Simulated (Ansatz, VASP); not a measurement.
**Mo: VASP beside Ansatz**

Contents of INCAR:

```
ALGO = Fast
EDIFF = 1E-7
ENCUT = 520
GGA = PS
ISIF = 2
ISMEAR = 0
LASPH = T
LCHARG = F
LREAL = F
LWAVE = F
NBANDS = 13
NELM = 60
PREC = Accurate
SIGMA = 0.15
```

KPOINTS

```
k-points
0
Gamma
  24 24 20
```

Contents of POSCAR:

```
Mo
1.0
    2.9467392473      0.0000000000      0.0000000000
   -1.4733696237      2.5519510465      0.0000000000
    0.0000000000      0.0000000000      2.2019879758
Mo
1
Direct
    0.0000000000      0.0000000000      0.5000000000
```

Input for Ansatz:

```yaml
crystal:
  lattice:
    - [2.9467392473, 0.0, 0.0]
    - [-1.4733696237, 2.5519510465, 0.0]
    - [0.0, 0.0, 2.2019879758]
  atoms:
    - { symbol: Mo, position: [0.0, 0.0, 0.5] }
basis:
  ecutwfc: 420
kpoints:
  mp_grid: { grid: [24, 24, 20] }
hamiltonian:
  xc: pbesol
scf:
  occupations: { method: gaussian, width: 0.15 }
output:
  forces: true
  stress: true
  eigenvalues: true
```

Alike in both runs: task single point; functional PBEsol; k mesh 24 × 24 × 20; occupations gaussian, width 0.15 eV; no spin polarisation.

|  | VASP | Ansatz |
| --- | --- | --- |
| version | VASP 6.6.1 | Ansatz 0.2.0 |
| potentials or method | VASP PAW PBE potentials, release 64 (Mo_sv), cutoff 520 eV | scalar-relativistic, plane waves, PAW |
| valence electrons in the cell | 14 | 14 |

|  | VASP | Ansatz | Ansatz less VASP |
| --- | --- | --- | --- |
| gap on the k mesh at the Fermi level (eV) | none | none | - |
| pressure (GPa) | 14.3 | 12.9 | -1.36 |
| traceless stress, the component that is largest in VASP (GPa) | 61.05 | 58.96 | -2.089 |

VASP's potentials were made for PBE, not for PBEsol. A gap of «none» marks a metal or a gap that the smearing closes. With one functional, cell and mesh, what is left measures potentials, basis and numerics.
